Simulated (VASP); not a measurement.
Input of a VASP 6.6.1 run:

File INCAR:

```
SYSTEM = Ca
PREC     = Accurate       ! precision mode
ENCUT    = 520            ! plane-wave cutoff, eV
EDIFF    = 1E-7           ! SCF threshold, eV
ISMEAR   = -1             ! smearing method
SIGMA    = 0.05           ! smearing width, eV
LREAL    = .False.        ! projectors in reciprocal space
LASPH    = .True.         ! aspherical terms in the spheres
NELM     = 60             ! most SCF steps
ALGO     = Normal         ! electronic algorithm
ISIF     = 2              ! what is computed and relaxed
LWAVE    = .False.        ! write WAVECAR
LCHARG   = .True.         ! write CHGCAR
GGA      = PE             ! functional
LELF     = .True.         ! ELF
LVHAR    = .True.       
NBANDS   = 11             ! bands
```

KPOINTS

```
regular mesh
0
Gamma
  6 6 6
  0 0 0
```

File POSCAR:

```
Ca
1.0
    2.8348689070      0.0000000000      0.0000000000
    0.0000000000      2.8348689070      0.0000000000
    0.0000000000      0.0000000000      2.8348689070
Ca
1
Direct
    0.0000000000      0.0000000000      0.0000000000
```

Potentials or basis: VASP PAW PBE potentials, release 64 (Ca_sv).

Launch:

```sh
$ cat potpaw_PBE.64/Ca_sv/POTCAR > POTCAR
$ mpirun -np 1 vasp_std > vasp.out
```

Estimate the band gap on the k mesh.

zero (filled and empty bands touch).

What does it give for the pressure?

20.2 GPa.

Caveat: the k points lie up to 0.37 Å⁻¹ apart.
